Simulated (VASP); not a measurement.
Input of a VASP 6.6.1 run:

INCAR

```
SYSTEM = FeO
ALGO = Normal
EDIFF = 1E-6
ENCUT = 600
GGA = PE
GGA_COMPAT = .False.
ISIF = 2
ISMEAR = -1
ISPIN = 2
LASPH = .True.
LCHARG = .False.
LMAXMIX = 4
LORBIT = 11
LREAL = .False.
LWAVE = .False.
MAGMOM = 3 0
NBANDS = 22
NELM = 200
PREC = Accurate
SIGMA = 0.05
```

File KPOINTS:

```
k-points
0
Gamma
  10 10 9
  0 0 0
```

The input POSCAR:

```
FeO
1.0
    2.8834223356      0.0000000000      0.0000000000
   -1.4417111629      2.4971169960      0.0000000000
    0.0000000000      0.0000000000      2.8140773371
Fe O
1 1
Direct
    0.0000000000      0.0000000000      0.0000000000
    0.6666666667      0.3333333333      0.5000000000
```

Potentials or basis: VASP PAW PBE potentials, release 64 (Fe_sv, O).

Launch:

```sh
$ cat potpaw_PBE.64/Fe_sv/POTCAR potpaw_PBE.64/O/POTCAR > POTCAR
$ mpirun -np 1 vasp_std > vasp.out
```

Q: Predict the net moment.

A: 4.00 μB per cell.

Q: Estimate the site moments.

A: Fe +3.47; O +0.35 μB.

Stress tensor (GPa, compression positive):
```
 -8.12   0.00   0.00
  0.00  -8.12   0.00
  0.00   0.00 -12.36
```

Caveat: a cell with one magnetic atom can't hold antiferromagnetic order, which such compounds often take.
